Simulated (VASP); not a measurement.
Write the native input for VASP 6.6.1 that does the following.

```yaml
Task: single point
Functional: PBE
Potentials_or_basis: VASP PAW PBE potentials, release 64 (Sb, P)
Cutoff: 520 eV
k_mesh: 6 × 6 × 4
Occupations: gaussian, width 0.1 eV
Spin: no spin polarisation
Dipole_correction: no
Further_INCAR_settings: ALGO = Normal; EDIFF = 1e-06; NBANDS = 24
```

The structure of SbP5 lies in POSCAR:

```
SbP5
1.0
    4.8290303996      0.0000000000      0.0000000000
   -2.4145151998      4.1820630017      0.0000000000
    0.0000000000      0.0000000000      5.2268601988
Sb P
1 5
Direct
    0.0000000000      0.0000000000      0.5000000000
    0.3333333333      0.6666666667      0.0000000000
    0.6666666667      0.3333333333      0.0000000000
    0.0000000000      0.0000000000      0.0000000000
    0.3333333333      0.6666666667      0.5000000000
    0.6666666667      0.3333333333      0.5000000000
```

The cell was generated, and may not be a known phase.

These files were run (other wordings do the same):

INCAR

```
  PREC = Accurate
  ENCUT = 520
  EDIFF = 1E-6
  ISMEAR = 0
  SIGMA = 0.1
  LREAL = F
  LASPH = T
  NELM = 80
  ALGO = Normal
  ISIF = 2
  LWAVE = F
  LCHARG = F
  GGA = PE
  NBANDS = 24
```

KPOINTS

```
regular mesh
0
Gamma
  6 6 4
```

Potentials or basis: VASP PAW PBE potentials, release 64 (Sb, P).

Run with:

```sh
$ cat potpaw_PBE.64/Sb/POTCAR potpaw_PBE.64/P/POTCAR > POTCAR
$ mpirun -np 1 vasp_std > vasp.out
```

It gave:

| Property | Result |
| --- | --- |
| Pressure | -0.1 GPa |
| Band gap on the k mesh | zero (bands 15 and 16 overlap by 3.25 eV) |

Caveat: spin-orbit coupling is left out, which moves the levels of the heavy elements.

It took 19 s on 1 thread of Intel(R) Xeon(R) 6975P-C (Granite Rapids), with other jobs on the host, peak memory 0.23 GiB.
